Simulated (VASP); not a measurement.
# Zn (Fm-3m) in VASP: a series of runs, part 2 of 2

VASP 6.6.1.

## Step 3: Single point, r2SCAN

Input file POSCAR:

```
Zn
1.0
    0.0000000000      1.9102148788      1.9102148788
    1.9102148788      0.0000000000      1.9102148788
    1.9102148788      1.9102148788      0.0000000000
Zn
1
Direct
    0.0000000000      0.0000000000      0.0000000000
```

Input file INCAR.step1:

```
PREC     = Accurate       # precision mode
ENCUT    = 520            # plane-wave cutoff, eV
ISMEAR   = -1             # smearing method
SIGMA    = 0.1            # smearing width, eV
LREAL    = F              # projectors in reciprocal space
LASPH    = T              # aspherical terms in the spheres
NELM     = 80             # most SCF steps
NBANDS   = 12             # bands
GGA      = PE             # functional
ALGO     = Normal         # electronic algorithm
EDIFF    = 1E-4           # SCF threshold, eV
LWAVE    = T              # write WAVECAR
LCHARG   = F              # write CHGCAR
```

Input file INCAR.step2:

```
PREC     = Accurate       # precision mode
ENCUT    = 520            # plane-wave cutoff, eV
EDIFF    = 1E-7           # SCF threshold, eV
ISMEAR   = -1             # smearing method
SIGMA    = 0.1            # smearing width, eV
LREAL    = F              # projectors in reciprocal space
LASPH    = T              # aspherical terms in the spheres
NELM     = 80             # most SCF steps
ALGO     = Normal         # electronic algorithm
ISIF     = 2              # what is computed and relaxed
LWAVE    = F              # write WAVECAR
LCHARG   = F              # write CHGCAR
METAGGA  = R2SCAN         # meta-GGA
LMIXTAU  = T            
NBANDS   = 12             # bands
ISTART   = 1
```

Input file KPOINTS:

```
regular mesh
0
Gamma
  15 15 15
```

Potentials or basis: VASP PAW PBE potentials, release 64 (Zn).

Command:

```sh
> cat potpaw_PBE.64/Zn/POTCAR > POTCAR
> cp INCAR.step1 INCAR
> mpirun -np 1 vasp_std > vasp.out
> cp INCAR.step2 INCAR
> mpirun -np 1 vasp_std > vasp.out
```

OUTCAR:

```text
PREC = Accurate
   ENCUT = 520
   EDIFF = 1E-7
   ISMEAR = -1
   LREAL = F
   LASPH = T
   NELM = 80
   ISIF = 2
   METAGGA = R2SCAN
   ISTART = 1

 ion  position               nearest neighbor table
   1  0.000  0.000  0.000-

  LATTYP: Found a face centered cubic cell.
 ALAT       =     3.8204297576

  Lattice vectors:

 A1 = (   0.0000000000,   1.9102148788,   1.9102148788)
 A2 = (   1.9102148788,   0.0000000000,   1.9102148788)
 A3 = (   1.9102148788,   1.9102148788,   0.0000000000)

Analysis of symmetry for initial positions (statically):
=====================================================================
 Subroutine PRICEL returns:
 Original cell was already a primitive cell.

 Routine SETGRP: Setting up the symmetry group for a
 face centered cubic supercell.

 Subroutine GETGRP returns: Found 48 space group operations
 (whereof 48 operations were pure point group operations)
 out of a pool of 48 trial point group operations.

The static configuration has the point symmetry O_h .

Analysis of symmetry for dynamics (positions and initial velocities):
=====================================================================
 Subroutine PRICEL returns:
 Original cell was already a primitive cell.

 Routine SETGRP: Setting up the symmetry group for a
 face centered cubic supercell.

 Subroutine GETGRP returns: Found 48 space group operations
 (whereof 48 operations were pure point group operations)
 out of a pool of 48 trial point group operations.

The dynamic configuration has the point symmetry O_h .

 Subroutine INISYM returns: Found 48 space group operations
 (whereof 48 operations are pure point group operations),
 and found     1 'primitive' translations

----------------------------------------------------------------------------------------

                                     Primitive cell

  volume of cell :      13.9404

  direct lattice vectors                    reciprocal lattice vectors
[... 110 lines left out ...]
   METAGGA = R2SCAN    functional components
   LHFCALC =     F    Hartree Fock is set to
   AEXX    =    0.0000 exact exchange contribution
   IVDW    =     0    specifies the selected vdW correction
   LEPSILON=     F    determine dielectric tensor
   LRPA    =     F    only Hartree local field effects (RPA)
 non-spin polarized calculation
  energy-cutoff  :      520.00
  volume of cell :       13.94
 maximum number of plane-waves:       384
   NGX =  9   NGY =  9   NGZ =  9

 number of electron      12.0000017 magnetization

 Free energy of the ion-electron system (eV)
  ---------------------------------------------------
  ext. energy  EPLUGINS =         0.00000000
  ---------------------------------------------------
  free energy    TOTEN  =        -8.86843775 eV

  energy without entropy =       -8.85941196  energy(sigma->0) =       -8.86392485

 E-fermi :   3.6199     XC(G=0): -13.2008

 val. band max:        3.5918806511   @ k =  -0.4000   0.2667   0.0667
 cond. band min:       3.6455241671   @ k =   0.4667   0.0667   0.0000
 fundamental gap:      0.0536435159
 Fermi energy:         3.6199484483

 k-point     1 :       0.0000    0.0000    0.0000
  band No.  band energies     occupation
      1      -7.9794      2.00000
      2      -4.6012      2.00000
      3      -4.6012      2.00000
      4      -4.6012      2.00000
      5      -4.1499      2.00000
      6      -4.1499      2.00000
      7      23.9308      0.00000
      8      24.1877      0.00000
      9      24.1879      0.00000
     10      24.1879      0.00000
     11      26.5331      0.00000
     12      26.5332      0.00000
[... 331 lines left out ...]
 k-point    24 :       0.2000    0.1333    0.0000
  band No.  band energies     occupation
      1      -6.6937      2.00000
      2      -4.7841      2.00000
      3      -4.4355      2.00000
      4      -4.4208      2.00000
      5      -4.2381      2.00000
      6      -4.0675      2.00000
      7      16.8974      0.00000
      8      18.9133      0.00000
      9      20.7655      0.00000
     10      23.0047      0.00000
     11      23.4640      0.00000
     12      31.2914      0.00000

 [... further k-points ...]

------------------------ aborting loop because EDIFF is reached ----------------------------------------

  FORCE on cell =-STRESS in cart. coord.  units (eV):
  Direction    XX          YY          ZZ          XY          YZ          ZX
  --------------------------------------------------------------------------------------
  -------------------------------------------------------------------------------------
  Total        0.2536356      0.2536356      0.2536356      0.0000000      0.0000000     -0.0000000
  in kB       29.1503704     29.1503704     29.1503704      0.0000000      0.0000000     -0.0000000
  external PRESSURE =      29.1503704 kB  Pullay stress =       0.0000000 kB

 VOLUME and BASIS-vectors are now :
 -----------------------------------------------------------------------------
  energy-cutoff  :      520.00
  volume of cell :       13.94
      direct lattice vectors                 reciprocal lattice vectors
     0.000000000  1.910214879  1.910214879    -0.261750657  0.261750657  0.261750657
     1.910214879  0.000000000  1.910214879     0.261750657 -0.261750657  0.261750657
     1.910214879  1.910214879  0.000000000     0.261750657  0.261750657 -0.261750657

 POSITION                                       TOTAL-FORCE (eV/Angst)
 -----------------------------------------------------------------------------------
      0.00000      0.00000      0.00000        -0.000000      0.000000     -0.000000
 -----------------------------------------------------------------------------------
    total drift:                                0.000000      0.000000      0.000000

  FREE ENERGIE OF THE ION-ELECTRON SYSTEM (eV)
  ---------------------------------------------------
  free  energy   TOTEN  =        -8.8684377465 eV

  energy  without entropy=       -8.8594119625  energy(sigma->0) =       -8.86392485
```

It took 28 s on 1 thread of Intel Xeon 6975P-C (Granite Rapids), shared host; peak memory 0.13 GiB.

What came out:

* Free energy: -8.8684 eV
* Pressure: 2.9 GPa
* Band gap on the k mesh: zero (band 6 reaches 5.59 eV, above the bottom of band 7 at 2.51 eV)

Caveat: the PAW data sets were made with another functional, which shifts forces and pressure a little.

## Step 4: Single point, r2SCAN

This run uses another cell than the first one, of 14.40 Å³/atom, 1.033 times its volume.

Input file POSCAR:

```
Zn
1.0
    0.0000000000      1.9307563987      1.9307563987
    1.9307563987      0.0000000000      1.9307563987
    1.9307563987      1.9307563987      0.0000000000
Zn
1
Direct
    0.0000000000      0.0000000000      0.0000000000
```

Input file INCAR.step1:

```
ALGO = Normal ; EDIFF = 1E-4
ENCUT = 520 ; GGA = PE
ISMEAR = -1 ; LASPH = True
LCHARG = False ; LREAL = False
LWAVE = True ; NBANDS = 12
NELM = 60 ; PREC = Accurate
SIGMA = 0.1
```

Input file INCAR.step2:

```
ALGO = Normal ; EDIFF = 1E-6
ENCUT = 520 ; ISIF = 2
ISMEAR = -1 ; ISTART = 1
LASPH = True ; LCHARG = True
LELF = True ; LMIXTAU = True
LREAL = False ; LVHAR = True
LWAVE = False ; METAGGA = R2SCAN
NBANDS = 12 ; NELM = 60
PREC = Accurate ; SIGMA = 0.1
```

Input file KPOINTS:

```
k-points
0
Gamma
  15 15 15
```

Command:

```sh
> cat potpaw_PBE.64/Zn/POTCAR > POTCAR
> cp INCAR.step1 INCAR
> mpirun -np 1 vasp_std > vasp.out
> cp INCAR.step2 INCAR
> mpirun -np 1 vasp_std > vasp.out
```

Wall time 33 s (1 thread of Intel Xeon 6975P-C (Granite Rapids), shared host); peak memory 0.14 GiB.

Results (log left out):

* Free energy: -8.8717 eV
* Pressure: -0.2 GPa
* Band gap on the k mesh: zero (band 6 reaches 5.31 eV, above the bottom of band 7 at 2.21 eV)

Levels at points of the mesh, in eV from the Fermi level:
```
           k point  band 2  band 3  band 4  band 5  band 6  band 7  band 8  band 9  band 10  band 11
(0.00, 0.00, 0.00)   -8.11   -8.11   -8.11   -7.68   -7.68   20.09   20.11   20.11    20.11    22.50
```

Caveat: the PAW data sets were made with another functional, which shifts forces and pressure a little.
